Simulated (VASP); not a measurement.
Tl3Ge2H, 6 atoms in the cell. The structure is hexagonal, space group P6/mmm (No. 191). The conventional cell has a = 7.703 Å, b = 7.703 Å, c = 3.829 Å, α = 90.00°, β = 90.00°, γ = 120.00°. Tl (site symmetry mmm) has 4 Ge at 2.93 Å and 6 Tl at 3.83 to 3.85 Å within 3.9 Å. Ge (site symmetry -6m2) has 6 Tl at 2.93 Å and 2 Ge at 3.83 Å within 3.9 Å. Within 5.0 Å of H (site symmetry 6/mmm) lie 2 H at 3.83 Å and 12 Tl at 4.30 Å and 6 Ge at 4.45 Å. The cell was built from a structure type or drawn by symmetry, and may not be a known phase.

| Property | Result |
| --- | --- |
| Program | VASP 6.6.1 |
| Task | single point |
| Functional | PBE |
| Potentials or basis | VASP PAW PBE potentials, release 64 (Tl_d, Ge_d, H) |
| Cutoff | 520 eV |
| k mesh | 6 × 6 × 10 |
| Occupations | gaussian, width 0.1 eV |
| Spin | no spin polarisation |
| Dipole correction | no |
| Further INCAR settings | ALGO = Normal; EDIFF = 1e-06; NBANDS = 43 |

Potentials or basis: VASP PAW PBE potentials, release 64 (Tl_d, Ge_d, H).

Command:

```sh
$ cat potpaw_PBE.64/Tl_d/POTCAR potpaw_PBE.64/Ge_d/POTCAR potpaw_PBE.64/H/POTCAR > POTCAR
$ mpirun -np 1 vasp_std > vasp.out
```

Hardware: 1 thread of Intel(R) Xeon(R) 6975P-C (Granite Rapids), on a shared host.

Task: Estimate the wall time of this run.

Result: Run time: 2.6 min on 1 thread of Intel(R) Xeon(R) 6975P-C (Granite Rapids) (shared host), peak memory 0.5 GiB. Counts: scf iterations 15, k points 42.
